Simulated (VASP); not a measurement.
# Ru (P6_3/mmc) in VASP: further runs

The runs below take Ru through single point, relaxation of cell and atoms, with PBE+D3(BJ).

All numbers are computed with VASP 6.6.1; they aren't measurements. Logs are shortened: lines on timing, memory, paths and dates and some standing lists are left out, and cuts for length are marked.

### Step 1. The cell of the first run

It takes space group P6_3/mmc (No. 194, hexagonal). The conventional cell has a = 2.706 Å, b = 2.706 Å, c = 4.282 Å, α = 90.00°, β = 90.00°, γ = 120.00°. Ru (site symmetry -6m2) has 12 Ru at 2.65 to 2.71 Å within 3.5 Å.

### Step 2. Single point, PBE+D3(BJ)

Input file INCAR:

```
SYSTEM = Ru
  ALGO = Normal
  EDIFF = 1E-7
  ENCUT = 520
  GGA = PE
  ISIF = 2
  ISMEAR = 0
  IVDW = 12
  LASPH = .TRUE.
  LCHARG = .FALSE.
  LREAL = .FALSE.
  LWAVE = .FALSE.
  NBANDS = 21
  NELM = 60
  PREC = Accurate
  SIGMA = 0.1
```

Input file KPOINTS:

```
k-points
0
G
  9 9 4
  0 0 0
```

Input file POSCAR:

```
Ru
1.0
    2.7058000000      0.0000000000      0.0000000000
   -1.3529000000      2.3432915376      0.0000000000
    0.0000000000      0.0000000000      4.2819000000
Ru
2
Direct
    0.3333333333      0.6666666667      0.2500000000
    0.6666666667      0.3333333333      0.7500000000
```

Potentials or basis: VASP PAW PBE potentials, release 64 (Ru_pv).

Launch:

```console
cat potpaw_PBE.64/Ru_pv/POTCAR > POTCAR
mpirun -np 1 vasp_std > vasp.out
```

OUTCAR:

```text
SYSTEM = Ru
   EDIFF = 1E-7
   ENCUT = 520
   GGA = PE
   ISIF = 2
   ISMEAR = 0
   IVDW = 12
   LASPH = .TRUE.
   LREAL = .FALSE.
   NELM = 60
   PREC = Accurate
 IVDW          = 12

 ion  position               nearest neighbor table
   1  0.333  0.667  0.250-   2 2.65   2 2.65   2 2.65   2 2.65   2 2.65   2 2.65
   2  0.667  0.333  0.750-   1 2.65   1 2.65   1 2.65   1 2.65   1 2.65   1 2.65

  LATTYP: Found a hexagonal cell.
 ALAT       =     2.7058000000
 C/A-ratio  =     1.5824894671

  Lattice vectors:

 A1 = (   2.7058000000,   0.0000000000,   0.0000000000)
 A2 = (  -1.3529000000,   2.3432915376,   0.0000000000)
 A3 = (   0.0000000000,   0.0000000000,   4.2819000000)

Analysis of symmetry for initial positions (statically):
=====================================================================
 Subroutine PRICEL returns:
 Original cell was already a primitive cell.

 Routine SETGRP: Setting up the symmetry group for a
 hexagonal supercell.

 Subroutine GETGRP returns: Found 24 space group operations
 (whereof 12 operations were pure point group operations)
 out of a pool of 24 trial point group operations.

The static configuration has the point symmetry D_3d.
 The point group associated with its full space group is D_6h.

Analysis of symmetry for dynamics (positions and initial velocities):
=====================================================================
 Subroutine PRICEL returns:
 Original cell was already a primitive cell.

 Routine SETGRP: Setting up the symmetry group for a
 hexagonal supercell.

 Subroutine GETGRP returns: Found 24 space group operations
 (whereof 12 operations were pure point group operations)
 out of a pool of 24 trial point group operations.

The dynamic configuration has the point symmetry D_3d.
 The point group associated with its full space group is D_6h.

 Subroutine INISYM returns: Found 24 space group operations
 (whereof 12 operations are pure point group operations),
 and found     1 'primitive' translations

----------------------------------------------------------------------------------------

                                     Primitive cell

  volume of cell :      27.1493

  direct lattice vectors                    reciprocal lattice vectors
     2.705800000  0.000000000  0.000000000     0.369576465  0.213375072  0.000000000
    -1.352900000  2.343291538  0.000000000     0.000000000  0.426750144  0.000000000
     0.000000000  0.000000000  4.281900000     0.000000000  0.000000000  0.233541185

  length of vectors
     2.705800000  2.705800000  4.281900000     0.426750144  0.426750144  0.233541185

  position of ions in fractional coordinates (direct lattice)
     0.333333333  0.666666667  0.250000000
     0.666666667  0.333333333  0.750000000

  ion indices of the primitive-cell ions
   primitive index   ion index
                 1           1
                 2           2

----------------------------------------------------------------------------------------

 KPOINTS: k-points

Automatic generation of k-mesh.
 Grid dimensions read from file:
 generate k-points for:    9    9    4

 Generating k-lattice:

  Cartesian coordinates                     Fractional coordinates (reciprocal lattice)
     0.041064052  0.023708341  0.000000000     0.111111111  0.000000000  0.000000000
     0.000000000  0.047416683  0.000000000     0.000000000  0.111111111  0.000000000
     0.000000000  0.000000000  0.058385296     0.000000000  0.000000000  0.250000000

  Length of vectors
     0.047416683  0.047416683  0.058385296

  Shift w.r.t. Gamma in fractional coordinates (k-lattice)
     0.000000000  0.000000000  0.000000000

 Subroutine IBZKPT returns following result:
 ===========================================

 Found     36 irreducible k-points:

 Following reciprocal coordinates:
            Coordinates               Weight
  0.000000  0.000000  0.000000      1.000000
  0.111111 -0.000000  0.000000      6.000000
  0.222222  0.000000  0.000000      6.000000
  0.333333  0.000000  0.000000      6.000000
  0.444444  0.000000  0.000000      6.000000
  0.111111  0.111111  0.000000      6.000000
[... 16 lines left out ...]
  0.333333  0.222222  0.250000     24.000000
  0.333333  0.333333  0.250000      4.000000
 [... further k-points ...]
   k-points           NKPTS =     36   k-points in BZ     NKDIM =     36   number of bands    NBANDS=     21
   number of dos      NEDOS =    301   number of ions     NIONS =      2
   total plane-waves  NPLWV =  12800
   dimension x,y,z NGX =    20 NGY =   20 NGZ =   32
   dimension x,y,z NGXF=    40 NGYF=   40 NGZF=   64
   ions per type =               2
   NGX,Y,Z   is equivalent  to a cutoff of  12.29, 12.29, 12.42 a.u.
   NGXF,Y,Z  is equivalent  to a cutoff of  24.58, 24.58, 24.85 a.u.
 SYSTEM =  Ru
   PREC   = accura    normal or accurate (medium, high low for compatibility)
   ISTART =      0    job   : 0-new  1-cont  2-samecut
   ICHARG =      2    charge: 1-file 2-atom 10-const
   ISPIN  =      1    spin polarized calculation?
   LNONCOLLINEAR =      F non collinear calculations
   LSORBIT =      F    spin-orbit coupling
   LASPH  =      T    aspherical Exc in radial PAW
   ENCUT  =  520.0 eV  38.22 Ry    6.18 a.u.   5.03  5.03  7.96*2*pi/ulx,y,z
   NELM   =     60;   NELMIN=  2; NELMDL= -5     # of ELM steps
   EDIFF  = 0.1E-06   stopping-criterion for ELM
   LREAL  =      F    real-space projection
   EDIFFG = 0.1E-05   stopping-criterion for IOM
   NSW    =      0    number of steps for IOM
   IBRION =     -1    ionic relax: 0-MD 1-quasi-New 2-CG
   NFREE  =      0    steps in history (QN), initial steepest desc. (CG)
   ISIF   =      2    stress and relaxation
   ISYM   =      2    0-nonsym 1-usesym 2-fastsym
   POTIM  = 0.5000    time-step for ionic-motion
   TEBEG  =    0.0;   TEEND  =   0.0 temperature during run
   PSTRESS=    0.0 pullay stress
   NELECT =      28.0000    total number of electrons
   NUPDOWN=      -1.0000    fix difference up-down
   EMIN   =  10.00;   EMAX   =-10.00  energy-range for DOS
   EFERMI =   0.00;   METHOD = LEGACY
   ISMEAR =     0;   SIGMA  =   0.10  broadening in eV -4-tet -1-fermi 0-gaus
   EFERMI_NEDOS =   21; number of points for ismear=-14 and -15
   IALGO  =     38    algorithm
   IMIX   =      4    mixing-type and parameters
     AMIX     =   0.40;   BMIX     =  1.00
     AMIX_MAG =   1.60;   BMIX_MAG =  1.00
  volume/ion in A,a.u.               =      13.57        91.61
  Fermi-wavevector in a.u.,A,eV,Ry     =   1.654022  3.125649 37.222674  2.735789
  Thomas-Fermi vector in A             =   2.742361
   LORBIT       =      0    0 simple, 1 ext, 2 COOP (PROOUT), +10 PAW based schemes
   GGA     = PE    functional components
   LHFCALC =     F    Hartree Fock is set to
   AEXX    =    0.0000 exact exchange contribution
   IVDW    =    12    specifies the selected vdW correction
   LEPSILON=     F    determine dielectric tensor
   LRPA    =     F    only Hartree local field effects (RPA)
 non-spin polarized calculation
 Gauss-broadening in eV      SIGMA  =   0.10
  energy-cutoff  :      520.00
  volume of cell :       27.15
 maximum number of plane-waves:       742
 NGX is ok and might be reduce to    20
   NGX =  9   NGY =  9   NGZ = 15

 number of electron      28.0000009 magnetization

 Free energy of the ion-electron system (eV)
  ---------------------------------------------------
  ext. energy  EPLUGINS =         0.00000000
  ---------------------------------------------------
  free energy    TOTEN  =       -18.45654976 eV

  energy without entropy =      -18.44546085  energy(sigma->0) =      -18.45100530

 E-fermi :  13.0169     XC(G=0): -14.1213

 val. band max:       13.0133843544   @ k =   0.3333   0.3333   0.2500
 cond. band min:      13.0358631256   @ k =   0.3333   0.0000   0.0000
 fundamental gap:      0.0224787712
 Fermi energy:        13.0168758249

 k-point     1 :       0.0000    0.0000    0.0000
  band No.  band energies     occupation
      1     -30.8178      2.00000
      2     -29.8707      2.00000
      3     -29.8707      2.00000
      4     -29.7004      2.00000
      5     -29.7004      2.00000
      6     -29.6744      2.00000
[... 13 lines left out ...]
     20      23.2562      0.00000
     21      23.2898      0.00000

 k-point     2 :       0.1111   -0.0000    0.0000
  band No.  band energies     occupation
      1     -30.7762      2.00000
      2     -29.9581      2.00000
      3     -29.9000      2.00000
      4     -29.7913      2.00000
      5     -29.7126      2.00000
      6     -29.6940      2.00000
[... 13 lines left out ...]
     20      23.2561      0.00000
     21      23.2784      0.00000

 k-point     3 :       0.2222    0.0000    0.0000
  band No.  band energies     occupation
      1     -30.6614      2.00000
      2     -30.1797      2.00000
      3     -30.0137      2.00000
      4     -29.9707      2.00000
      5     -29.7527      2.00000
      6     -29.7463      2.00000
[... 13 lines left out ...]
     20      23.2561      0.00000
     21      23.2657      0.00000

 k-point     4 :       0.3333    0.0000    0.0000
  band No.  band energies     occupation
      1     -30.5034      2.00000
      2     -30.4314      2.00000
      3     -30.2547      2.00000
      4     -30.0471      2.00000
      5     -29.8466      2.00000
      6     -29.7877      2.00000
[... 13 lines left out ...]
     20      23.2556      0.00000
     21      23.2577      0.00000

 k-point     5 :       0.4444    0.0000    0.0000
  band No.  band energies     occupation
      1     -30.5950      2.00000
      2     -30.4060      2.00000
      3     -30.3618      2.00000
      4     -30.0954      2.00000
      5     -29.9460      2.00000
      6     -29.8157      2.00000
[... 13 lines left out ...]
     20      23.2555      0.00000
     21      23.7508      0.00000

 k-point     6 :       0.1111    0.1111    0.0000
  band No.  band energies     occupation
      1     -30.6979      2.00000
      2     -30.0881      2.00000
      3     -30.0184      2.00000
      4     -29.8870      2.00000
      5     -29.7527      2.00000
      6     -29.7332      2.00000
[... 13 lines left out ...]
     20      23.2561      0.00000
     21      23.2686      0.00000

 k-point     7 :       0.2222    0.1111    0.0000
  band No.  band energies     occupation
      1     -30.5600      2.00000
      2     -30.3044      2.00000
      3     -30.2056      2.00000
      4     -30.0033      2.00000
      5     -29.8122      2.00000
      6     -29.8110      2.00000
[... 13 lines left out ...]
     20      23.2559      0.00000
     21      23.2633      0.00000
[... 291 lines left out ...]
      1     -30.6239      2.00000
      2     -30.4730      2.00000
      3     -30.1955      2.00000
      4     -30.0698      2.00000
      5     -29.9273      2.00000
      6     -29.8493      2.00000
[... 13 lines left out ...]
     20      23.2557      0.00000
     21      23.7643      0.00000

 k-point    21 :       0.4444    0.1111    0.2500
  band No.  band energies     occupation
      1     -30.6758      2.00000
      2     -30.5306      2.00000
      3     -30.2017      2.00000
      4     -30.0563      2.00000
      5     -29.9739      2.00000
      6     -29.8728      2.00000
[... 13 lines left out ...]
     20      23.2536      0.00000
     21      23.7805      0.00000

 k-point    22 :       0.2222    0.2222    0.2500
  band No.  band energies     occupation
      1     -30.5590      2.00000
      2     -30.4534      2.00000
      3     -30.1518      2.00000
      4     -30.1459      2.00000
      5     -29.9570      2.00000
      6     -29.8450      2.00000
[... 13 lines left out ...]
     20      23.2556      0.00000
     21      24.8319      0.00000

 k-point    23 :       0.3333    0.2222    0.2500
  band No.  band energies     occupation
      1     -30.5797      2.00000
      2     -30.4910      2.00000
      3     -30.2909      2.00000
      4     -30.1039      2.00000
      5     -30.0188      2.00000
      6     -29.8967      2.00000
[... 13 lines left out ...]
     20      23.2539      0.00000
     21      23.4713      0.00000

 k-point    24 :       0.3333    0.3333    0.2500
  band No.  band energies     occupation
      1     -30.4750      2.00000
      2     -30.4750      2.00000
      3     -30.4282      2.00000
      4     -30.1706      2.00000
      5     -29.9646      2.00000
      6     -29.9646      2.00000
[... 13 lines left out ...]
     20      23.2556      0.00000
     21      23.2556      0.00000

 [... further k-points ...]

------------------------ aborting loop because EDIFF is reached ----------------------------------------

 Edisp (eV)   -1.24839

 E8    (eV) :    -0.5695

  FORCE on cell =-STRESS in cart. coord.  units (eV):
  Direction    XX          YY          ZZ          XY          YZ          ZX
  --------------------------------------------------------------------------------------
  -------------------------------------------------------------------------------------
  Total      -0.38193    -0.38193    -0.80514     0.00000     0.00000     0.00000
  in kB     -22.53882   -22.53882   -47.51448     0.00000     0.00000     0.00000
  external pressure =      -30.86 kB  Pullay stress =        0.00 kB

 VOLUME and BASIS-vectors are now :
 -----------------------------------------------------------------------------
  energy-cutoff  :      520.00
  volume of cell :       27.15
      direct lattice vectors                 reciprocal lattice vectors
     2.705800000  0.000000000  0.000000000     0.369576465  0.213375072  0.000000000
    -1.352900000  2.343291538  0.000000000     0.000000000  0.426750144  0.000000000
     0.000000000  0.000000000  4.281900000     0.000000000  0.000000000  0.233541185

 POSITION                                       TOTAL-FORCE (eV/Angst)
 -----------------------------------------------------------------------------------
     -0.00000      1.56219      1.07048         0.000000      0.000000      0.000000
      1.35290      0.78110      3.21143        -0.000000     -0.000000      0.000000
 -----------------------------------------------------------------------------------
    total drift:                               -0.000000      0.000000     -0.000000

  FREE ENERGIE OF THE ION-ELECTRON SYSTEM (eV)
  ---------------------------------------------------
  free  energy   TOTEN  =       -19.7049421331 eV

  energy  without entropy=      -19.6938532232  energy(sigma->0) =      -19.69939768
```

Run time: 8.4 s. Hardware: 1 thread of AMD EPYC 9R45 (Zen 5), shared host; peak memory 0.12 GiB.

Results:

```
Free energy                : -19.7049 eV
Pressure                   : -3.1 GPa
Band gap on the k mesh     : zero (band 14 reaches 14.31 eV, above the bottom of band 15 at 11.27 eV)
Dispersion energy per atom : -0.624 eV
```

Stress tensor (GPa, compression positive):
```
-2.25  0.00  0.00
 0.00 -2.25  0.00
 0.00  0.00 -4.75
```

Caveat: the k points lie up to 0.37 Å⁻¹ apart; pairwise dispersion overbinds metals, which lowers pressure and volume.

(Continued in part 2 of 2.)
